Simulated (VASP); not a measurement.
Here is a VASP 6.6.1 calculation.

Contents of INCAR:

```
PREC     = Accurate       # precision mode
ENCUT    = 600            # plane-wave cutoff, eV
EDIFF    = 1E-7           # SCF threshold, eV
ISMEAR   = 0              # smearing method
SIGMA    = 0.02           # smearing width, eV
LREAL    = False          # projectors in reciprocal space
LASPH    = True           # aspherical terms in the spheres
NELM     = 120            # most SCF steps
ALGO     = Normal         # electronic algorithm
ISIF     = 3              # what is computed and relaxed
LWAVE    = False          # write WAVECAR
LCHARG   = False          # write CHGCAR
GGA      = CA             # functional
IBRION   = 2              # ionic algorithm
NSW      = 70             # ionic steps
EDIFFG   = -0.005         # ionic threshold
GGA_COMPAT= False        
NELMIN   = 4
```

KPOINTS

```
Automatic mesh
0
Gamma
  12 12 12
```

POSCAR

```
C
1.0
    0.0000000000      1.7857368678      1.7857368678
    1.7857368678      0.0000000000      1.7857368678
    1.7857368678      1.7857368678      0.0000000000
C
2
Direct
    0.0000000000      0.0000000000      0.0000000000
    0.2500000000      0.2500000000      0.2500000000
```

Potentials or basis: VASP PAW LDA potentials, release 64 (C).

Run with:

```sh
$ cat potpaw_LDA.64/C/POTCAR > POTCAR
$ mpirun -np 1 vasp_std > vasp.out
```

**Question.** Predict the space group after relaxing (to 0.05 Å).

**Answer.** Fd-3m (No. 227).

**Question.** Estimate the relaxed volume.

**Answer.** 5.52 Å³/atom.

**Question.** What does it give for the relaxed cell?

**Answer.** a = 2.499 Å, b = 2.499 Å, c = 2.499 Å, α = 60.00°, β = 60.00°, γ = 60.00°.

Final structure:
```
C
1.0
     0.00000    1.76699    1.76699
     1.76699    0.00000    1.76699
     1.76699    1.76699    0.00000
C
2
Cartesian
  0.0000 0.0000 0.0000
  0.8835 0.8835 0.8835
```

LDA usually gives volumes a few per cent too small. Zero-point motion and thermal expansion aren't in these numbers.
